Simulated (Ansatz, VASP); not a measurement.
# GaN in VASP and in Ansatz

```
CELL_PARAMETERS angstrom
3.18000 0.00000 0.00000
-1.59000 2.75396 0.00000
0.00000 0.00000 5.16600
ATOMIC_POSITIONS crystal
Ga 0.33333 0.66667 0.00000
Ga 0.66667 0.33333 0.50000
N 0.33333 0.66667 0.37500
N 0.66667 0.33333 0.87500
```

Alike in both runs: task relaxation of cell and atoms; functional RPBE; k mesh 12 × 12 × 4; no spin polarisation.

```csv
,VASP,Ansatz
version,VASP 6.6.1,Ansatz 0.2.0
potentials or method,"VASP PAW PBE potentials, release 64 (Ga_d, N), cutoff 600 eV","plane waves, PAW"
occupations,"gaussian, width 0.01 eV",fixed
valence electrons in the cell,36,36
```

Ansatz gave:

```
relaxed volume (Å³/atom)                                     : 12.04
relaxed cell length with the largest relative difference (Å) : 3.244
```

**Question.** Which values does VASP return?

**Answer.** Relaxed volume (Å³/atom): 12.03; relaxed cell length with the largest relative difference (Å): 3.243.

VASP's potentials were made for PBE, not for RPBE.
